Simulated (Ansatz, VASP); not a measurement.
**LiF in VASP and in Ansatz**

```
Li F
1.0
     0.00000    2.09137    2.09137
     2.09137    0.00000    2.09137
     2.09137    2.09137    0.00000
Li F
1 1
Direct
  0.75000 0.75000 0.75000
  0.00000 0.00000 0.00000
```

Alike in both runs: task single point; functional PBE; k mesh 10 × 10 × 10; occupations gaussian, width 0.02 eV; no spin polarisation.

```csv
,VASP,Ansatz
version,VASP 6.6.1,Ansatz 0.2.0
potentials or method,"VASP PAW PBE potentials, release 64 (Li_sv, F), cutoff 520 eV","scalar-relativistic, plane waves, PAW"
valence electrons in the cell,10,10
```

VASP gave:

```
gap on the k mesh at the Fermi level (eV) : 8.35
least direct gap on the mesh (eV)         : 8.35
```

**Question.** What did Ansatz give for the same quantities?

**Answer.** gap on the k mesh at the Fermi level (eV): 8.36; least direct gap on the mesh (eV): 8.36.

Noted on VASP's run: the cutoff is short for stress, so the pressure is rough.
